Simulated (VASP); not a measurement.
# AlSi16 (a cell with a defect) in VASP: single point with PBE+D3(BJ)

Aim: the single point of AlSi16 (a cell with a defect) with PBE+D3(BJ).

Everything below comes from runs of VASP 6.6.1. Logs are shortened: lines on timing, memory, paths and dates and some standing lists are left out, and cuts for length are marked.

## (1) The cell of the first run

The cell holds a defect, 17 atoms: a = 7.679 Å, b = 7.679 Å, c = 7.679 Å, α = 60.00°, β = 60.00°, γ = 60.00°.

## (2) Single point, PBE+D3(BJ), collinear spin

Contents of INCAR:

```
SYSTEM = AlSi16
  PREC = Accurate
  ENCUT = 520
  EDIFF = 1E-7
  ISMEAR = -1
  SIGMA = 0.05
  LREAL = Auto
  LASPH = .TRUE.
  NELM = 150
  ALGO = Normal
  ISIF = 2
  LWAVE = .FALSE.
  LCHARG = .TRUE.
  ISPIN = 2
  MAGMOM = 0 0 0 0 0 0 0 0 0 0 0 0 0 0 0 0 1
  LORBIT = 11
  GGA = PE
  IVDW = 12
  LELF = .TRUE.
  LVHAR = .TRUE.
  NBANDS = 52
```

Contents of KPOINTS:

```
Automatic mesh
0
G
  2 2 2
  0 0 0
```

Contents of POSCAR:

```
AlSi16
1.0
    0.0000000000      5.4300000000      5.4300000000
    5.4300000000      0.0000000000      5.4300000000
    5.4300000000      5.4300000000      0.0000000000
Si Al
16 1
Direct
   -0.0124752628      0.0040811633      0.0042551074
    0.1119784826      0.1274630352      0.1276083435
   -0.0091166221      0.0041624787      0.5025193331
    0.1119614897      0.1274660627      0.6330583668
   -0.0091031079      0.5023590629      0.0043430264
    0.1119868578      0.6328962081      0.1276071154
   -0.0091122637      0.5023819618      0.5025084539
    0.1297993914      0.6233211330      0.6234996275
    0.4866763320      0.0051598079      0.0053376422
    0.6162633018      0.1278439001      0.1279975660
    0.4866732488      0.0051665029      0.5029351398
    0.6102746563      0.1402346960      0.6248028746
    0.4866778225      0.5027717297      0.0053348381
    0.6103137173      0.6246167563      0.1403959225
    0.4921511769      0.5025469473      0.5027037051
    0.6102871540      0.6246266497      0.6247985975
    0.7420658255      0.7525814045      0.7527243401
```

Potentials or basis: VASP PAW PBE potentials, release 64 (Si, Al).

Run with:

```console
$ cat potpaw_PBE.64/Si/POTCAR potpaw_PBE.64/Al/POTCAR > POTCAR
$ mpirun -np 1 vasp_std > vasp.out
```

OUTCAR:

```text
SYSTEM = AlSi16
   PREC = Accurate
   ENCUT = 520
   EDIFF = 1E-7
   ISMEAR = -1
   LREAL = Auto
   LASPH = .TRUE.
   NELM = 150
   ISIF = 2
   ISPIN = 2
   LORBIT = 11
   GGA = PE
   IVDW = 12
 IVDW          = 12

 ion  position               nearest neighbor table
   1  0.988  0.004  0.004-   6 2.33   2 2.33   4 2.33  10 2.33
   2  0.112  0.127  0.128-   1 2.33   9 2.35   5 2.35   3 2.35
   3  0.991  0.004  0.503-   2 2.35   4 2.35  12 2.39   8 2.39  17 2.72
   4  0.112  0.127  0.633-   1 2.33  11 2.35   7 2.35   3 2.35
   5  0.991  0.502  0.004-   6 2.35   2 2.35  14 2.39   8 2.39  17 2.72
   6  0.112  0.633  0.128-   1 2.33  13 2.35   5 2.35   7 2.35
   7  0.991  0.502  0.503-   6 2.35   4 2.35  16 2.39   8 2.39  17 2.72
   8  0.130  0.623  0.623-  15 2.27   3 2.39   7 2.39   5 2.39  17 2.43
   9  0.487  0.005  0.005-   2 2.35  10 2.35  12 2.39  14 2.39  17 2.74
  10  0.616  0.128  0.128-   1 2.33  13 2.35   9 2.35  11 2.35
  11  0.487  0.005  0.503-   4 2.35  10 2.35  12 2.39  16 2.39  17 2.74
  12  0.610  0.140  0.625-  15 2.27   9 2.39  11 2.39   3 2.39  17 2.43
  13  0.487  0.503  0.005-   6 2.35  10 2.35  16 2.39  14 2.39  17 2.74
  14  0.610  0.625  0.140-  15 2.27  13 2.39   9 2.39   5 2.39  17 2.43
  15  0.492  0.503  0.503-  14 2.27  16 2.27  12 2.27   8 2.27
  16  0.610  0.625  0.625-  15 2.27  13 2.39  11 2.39   7 2.39  17 2.43
  17  0.742  0.753  0.753-  12 2.43  16 2.43  14 2.43   8 2.43   3 2.72   7 2.72   5 2.72  11 2.74
                             9 2.74  13 2.74

  LATTYP: Found a face centered cubic cell.
 ALAT       =    10.8600000000

  Lattice vectors:

 A1 = (   0.0000000000,   5.4300000000,   5.4300000000)
 A2 = (   5.4300000000,   0.0000000000,   5.4300000000)
 A3 = (   5.4300000000,   5.4300000000,   0.0000000000)

Analysis of symmetry for initial positions (statically):
=====================================================================
 Subroutine PRICEL returns:
 Original cell was already a primitive cell.

 Routine SETGRP: Setting up the symmetry group for a
 face centered cubic supercell.

 Subroutine GETGRP returns: Found  1 space group operations
 (whereof  1 operations were pure point group operations)
 out of a pool of 48 trial point group operations.

The static configuration has the point symmetry C_1 .

Analysis of symmetry for dynamics (positions and initial velocities):
=====================================================================
 Subroutine PRICEL returns:
 Original cell was already a primitive cell.

 Routine SETGRP: Setting up the symmetry group for a
 face centered cubic supercell.

 Subroutine GETGRP returns: Found  1 space group operations
 (whereof  1 operations were pure point group operations)
 out of a pool of 48 trial point group operations.

The dynamic configuration has the point symmetry C_1 .

Analysis of structural, dynamic, and magnetic symmetry:
=====================================================================
 Subroutine PRICEL returns:
 Original cell was already a primitive cell.

 Routine SETGRP: Setting up the symmetry group for a
 face centered cubic supercell.

 Subroutine GETGRP returns: Found  1 space group operations
 (whereof  1 operations were pure point group operations)
 out of a pool of 48 trial point group operations.

The overall configuration has the point symmetry C_1 .

 Subroutine INISYM returns: Found  1 space group operations
 (whereof  1 operations are pure point group operations),
 and found     1 'primitive' translations

----------------------------------------------------------------------------------------

                                     Primitive cell

  volume of cell :     320.2060

  direct lattice vectors                    reciprocal lattice vectors
     0.000000000  5.430000000  5.430000000    -0.092081031  0.092081031  0.092081031
     5.430000000  0.000000000  5.430000000     0.092081031 -0.092081031  0.092081031
     5.430000000  5.430000000  0.000000000     0.092081031  0.092081031 -0.092081031

  length of vectors
     7.679179644  7.679179644  7.679179644     0.159489025  0.159489025  0.159489025

  position of ions in fractional coordinates (direct lattice)
     0.987524737  0.004081163  0.004255107
     0.111978483  0.127463035  0.127608344
     0.990883378  0.004162479  0.502519333
     0.111961490  0.127466063  0.633058367
     0.990896892  0.502359063  0.004343026
     0.111986858  0.632896208  0.127607115
[... 9 lines left out ...]
     0.610287154  0.624626650  0.624798598
     0.742065825  0.752581404  0.752724340

  ion indices of the primitive-cell ions
   primitive index   ion index
                 1           1
                 2           2
                 3           3
                 4           4
                 5           5
                 6           6
[... 9 lines left out ...]
                16          16
                17          17

----------------------------------------------------------------------------------------

 KPOINTS: Automatic mesh

Automatic generation of k-mesh.
 Grid dimensions read from file:
 generate k-points for:    2    2    2

 Generating k-lattice:

  Cartesian coordinates                     Fractional coordinates (reciprocal lattice)
    -0.046040516  0.046040516  0.046040516     0.500000000  0.000000000  0.000000000
     0.046040516 -0.046040516  0.046040516     0.000000000  0.500000000  0.000000000
     0.046040516  0.046040516 -0.046040516     0.000000000  0.000000000  0.500000000

  Length of vectors
     0.079744512  0.079744512  0.079744512

  Shift w.r.t. Gamma in fractional coordinates (k-lattice)
     0.000000000  0.000000000  0.000000000

 Subroutine IBZKPT returns following result:
 ===========================================

 Found      8 irreducible k-points:

 Following reciprocal coordinates:
            Coordinates               Weight
  0.000000  0.000000  0.000000      1.000000
  0.500000  0.000000  0.000000      1.000000
  0.000000  0.500000  0.000000      1.000000
  0.000000  0.000000  0.500000      1.000000
  0.500000  0.500000  0.500000      1.000000
  0.500000  0.500000  0.000000      1.000000
  0.000000  0.500000  0.500000      1.000000
  0.500000  0.000000  0.500000      1.000000
   k-points           NKPTS =      8   k-points in BZ     NKDIM =      8   number of bands    NBANDS=     52
   number of dos      NEDOS =    301   number of ions     NIONS =     17
   total plane-waves  NPLWV = 216000
   dimension x,y,z NGX =    60 NGY =   60 NGZ =   60
   dimension x,y,z NGXF=   120 NGYF=  120 NGZF=  120
   ions per type =              16   1
   NGX,Y,Z   is equivalent  to a cutoff of  12.99, 12.99, 12.99 a.u.
   NGXF,Y,Z  is equivalent  to a cutoff of  25.98, 25.98, 25.98 a.u.
 SYSTEM =  AlSi16
   PREC   = accura    normal or accurate (medium, high low for compatibility)
   ISTART =      0    job   : 0-new  1-cont  2-samecut
   ICHARG =      2    charge: 1-file 2-atom 10-const
   ISPIN  =      2    spin polarized calculation?
   LNONCOLLINEAR =      F non collinear calculations
   LSORBIT =      F    spin-orbit coupling
   LASPH  =      T    aspherical Exc in radial PAW
   ENCUT  =  520.0 eV  38.22 Ry    6.18 a.u.  14.28 14.28 14.28*2*pi/ulx,y,z
   NELM   =    150;   NELMIN=  2; NELMDL= -5     # of ELM steps
   EDIFF  = 0.1E-06   stopping-criterion for ELM
   LREAL  =      T    real-space projection
   EDIFFG = 0.1E-05   stopping-criterion for IOM
   NSW    =      0    number of steps for IOM
   IBRION =     -1    ionic relax: 0-MD 1-quasi-New 2-CG
   NFREE  =      0    steps in history (QN), initial steepest desc. (CG)
   ISIF   =      2    stress and relaxation
   ISYM   =      2    0-nonsym 1-usesym 2-fastsym
   POTIM  = 0.5000    time-step for ionic-motion
   TEBEG  =    0.0;   TEEND  =   0.0 temperature during run
   PSTRESS=    0.0 pullay stress
   NELECT =      67.0000    total number of electrons
   NUPDOWN=      -1.0000    fix difference up-down
   EMIN   =  10.00;   EMAX   =-10.00  energy-range for DOS
   EFERMI =   0.00;   METHOD = LEGACY
   ISMEAR =    -1;   SIGMA  =   0.05  broadening in eV -4-tet -1-fermi 0-gaus
   EFERMI_NEDOS =   21; number of points for ismear=-14 and -15
   IALGO  =     38    algorithm
   IMIX   =      4    mixing-type and parameters
     AMIX     =   0.40;   BMIX     =  1.00
     AMIX_MAG =   1.60;   BMIX_MAG =  1.00
  volume/ion in A,a.u.               =      18.84       127.11
  Fermi-wavevector in a.u.,A,eV,Ry     =   0.971904  1.836632 12.852022  0.944597
  Thomas-Fermi vector in A             =   2.102159
   LORBIT       =     11    0 simple, 1 ext, 2 COOP (PROOUT), +10 PAW based schemes
   GGA     = PE    functional components
   LHFCALC =     F    Hartree Fock is set to
   AEXX    =    0.0000 exact exchange contribution
   IVDW    =    12    specifies the selected vdW correction
   LEPSILON=     F    determine dielectric tensor
   LRPA    =     F    only Hartree local field effects (RPA)
 spin polarized calculation
  energy-cutoff  :      520.00
  volume of cell :      320.21
 maximum number of plane-waves:      8646
 NGX is ok and might be reduce to    60
   NGX = 29   NGY = 29   NGZ = 29

 number of electron      67.0000000 magnetization       0.0000488

 number of electron      67.0000000 magnetization      -0.0000050

 Free energy of the ion-electron system (eV)
  ---------------------------------------------------
  ext. energy  EPLUGINS =         0.00000000
  ---------------------------------------------------
  free energy    TOTEN  =       -86.70817740 eV

  energy without entropy =      -86.67966246  energy(sigma->0) =      -86.69391993

 E-fermi :   6.9027     XC(G=0):  -9.6567

 val. band max:        6.6939451066   @ k =   0.0000   0.0000   0.0000
 cond. band min:       6.9083379535   @ k =   0.0000   0.0000   0.0000
 fundamental gap:      0.2143928468
 Fermi energy:         6.9026864698

 spin component 1

 k-point     1 :       0.0000    0.0000    0.0000
  band No.  band energies     occupation
      1      -6.0090      1.00000
      2      -3.5523      1.00000
      3      -3.5413      1.00000
      4      -3.5404      1.00000
      5      -3.5404      1.00000
      6      -2.3956      1.00000
[... 373 lines left out ...]
     44      10.3345      0.00000
     45      10.4639      0.00000
 Fermi energy:         6.9026864698

 spin component 2

 k-point     1 :       0.0000    0.0000    0.0000
  band No.  band energies     occupation
      1      -6.0090      1.00000
      2      -3.5523      1.00000
      3      -3.5413      1.00000
      4      -3.5404      1.00000
      5      -3.5404      1.00000
      6      -2.3956      1.00000
[... 373 lines left out ...]
     44      10.3345      0.00000
     45      10.4639      0.00000
 [bands above 45 left out]

------------------------ aborting loop because EDIFF is reached ----------------------------------------

 Edisp (eV)   -5.60992

 E8    (eV) :    -2.3331

  FORCE on cell =-STRESS in cart. coord.  units (eV):
  Direction    XX          YY          ZZ          XY          YZ          ZX
  --------------------------------------------------------------------------------------
  -------------------------------------------------------------------------------------
  Total       4.94471     4.94497     4.94408    -0.02031     0.02026    -0.01948
  in kB      24.74128    24.74255    24.73812    -0.10164     0.10136    -0.09746
  external pressure =       24.74 kB  Pullay stress =        0.00 kB

 VOLUME and BASIS-vectors are now :
 -----------------------------------------------------------------------------
  energy-cutoff  :      520.00
  volume of cell :      320.21
      direct lattice vectors                 reciprocal lattice vectors
     0.000000000  5.430000000  5.430000000    -0.092081031  0.092081031  0.092081031
     5.430000000  0.000000000  5.430000000     0.092081031 -0.092081031  0.092081031
     5.430000000  5.430000000  0.000000000     0.092081031  0.092081031 -0.092081031

 POSITION                                       TOTAL-FORCE (eV/Angst)
 -----------------------------------------------------------------------------------
      0.04527      5.38536      5.38442        -0.001693      0.000175      0.002446
      1.38504      1.30096      1.30017         0.005556      0.005727      0.004700
      2.75128      8.10918      5.40310         0.005650     -0.004120      0.036609
      4.12965      4.04546      1.30009        -0.005834     -0.004480      0.005495
      2.75139      5.40415      8.10838         0.003919      0.034714     -0.004321
      4.12953      1.30100      4.04472        -0.004761      0.005494     -0.005276
[... 9 lines left out ...]
      6.78438      6.70652      6.70558        -0.016255     -0.045279     -0.044668
      8.17381      8.11671      8.11593         0.012547     -0.011497     -0.012920
 -----------------------------------------------------------------------------------
    total drift:                                0.008282     -0.008949     -0.007992

  FREE ENERGIE OF THE ION-ELECTRON SYSTEM (eV)
  ---------------------------------------------------
  free  energy   TOTEN  =       -92.3180975114 eV

  energy  without entropy=      -92.2895825682  energy(sigma->0) =      -92.30384004

 total charge

# of ion       s       p       d       tot
------------------------------------------
    1        0.736   0.970   0.000   1.706
    2        0.746   0.949   0.000   1.696
    3        0.743   0.930   0.000   1.673
    4        0.746   0.949   0.000   1.696
    5        0.743   0.930   0.000   1.673
    6        0.746   0.949   0.000   1.696
[... 9 lines left out ...]
   16        0.757   0.951   0.000   1.708
   17        0.507   0.337   0.000   0.844
--------------------------------------------------
tot         12.478  15.474   0.000  27.952

 magnetization (x)

# of ion       s       p       d       tot
------------------------------------------
    1       -0.000  -0.000   0.000  -0.000
    2       -0.000  -0.000   0.000  -0.000
    3        0.000   0.000   0.000   0.000
    4       -0.000  -0.000   0.000  -0.000
    5        0.000   0.000   0.000   0.000
    6       -0.000  -0.000   0.000  -0.000
[... 9 lines left out ...]
   16        0.000  -0.000   0.000   0.000
   17       -0.000   0.000   0.000   0.000
--------------------------------------------------
tot          0.000  -0.000   0.000  -0.000
```

It took 5.9 min on 1 thread of AMD EPYC 9R45 (Zen 5), shared host; peak memory 0.67 GiB.

What came out:

```yaml
Free_energy: -92.3181 eV
Pressure: 2.5 GPa
Largest_force: 0.066 eV/Å
Net_moment: 0.00 μB per cell
Valence_electrons_inside_the_program's_atomic_spheres: Si 1.71, 1.70, 1.67, 1.75 (each value once); Al 0.84
Dispersion_energy_per_atom: -0.330 eV
```

Forces in eV/Å, atoms in the order of the input:
```
Si  -0.002  0.000  0.002
Si   0.006  0.006  0.005
Si   0.006 -0.004  0.037
Si  -0.006 -0.004  0.005
Si   0.004  0.035 -0.004
Si  -0.005  0.005 -0.005
Si  -0.036 -0.004 -0.006
Si  -0.022  0.022  0.022
Si  -0.011  0.016  0.016
Si   0.007 -0.006 -0.007
Si  -0.016  0.011  0.016
Si   0.044 -0.045  0.017
Si  -0.016  0.017  0.012
Si   0.045  0.015 -0.045
Si   0.006 -0.006 -0.007
Si  -0.016 -0.045 -0.045
Al   0.013 -0.011 -0.013
```

Caveat: the k points lie up to 0.50 Å⁻¹ apart.
